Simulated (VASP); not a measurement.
**SiC (rocksalt type): single point with PBE**

SiC (rocksalt type):

```xyz
2
Lattice="0.0000 1.9304 1.9304 1.9304 0.0000 1.9304 1.9304 1.9304 0.0000" Properties=species:S:1:pos:R:3 pbc="T T T"
Si    0.0000    0.0000    0.0000
C     1.9304    1.9304    1.9304
```

- Program: VASP 6.6.1
- Task: single point
- Functional: PBE
- Potentials or basis: VASP PAW PBE potentials, release 64 (Si, C)
- Cutoff: 520 eV
- k mesh: 16 × 16 × 16
- Occupations: fermi-dirac, width 0.1 eV
- Spin: no spin polarisation

```yaml
Pressure: 50.8 GPa
```

Levels at points of the mesh, in eV from the Fermi level:
```csv
k point,band 1,band 2,band 3,band 4,band 5,band 6,band 7,band 8
"(0.00, 0.00, 0.00)",-20.41,-0.19,-0.19,-0.19,8.77,8.77,8.77,10.00
"(0.50, 0.00, 0.00)",-14.64,-12.94,-1.66,-1.66,5.75,5.75,6.64,11.07
"(0.50, 0.50, 0.00)",-12.48,-11.37,-5.10,-5.10,-0.13,1.64,16.83,16.83
```

Wall time 10 s on 1 thread of Intel(R) Xeon(R) 6975P-C (Granite Rapids), with other jobs on the host, peak memory 0.13 GiB.
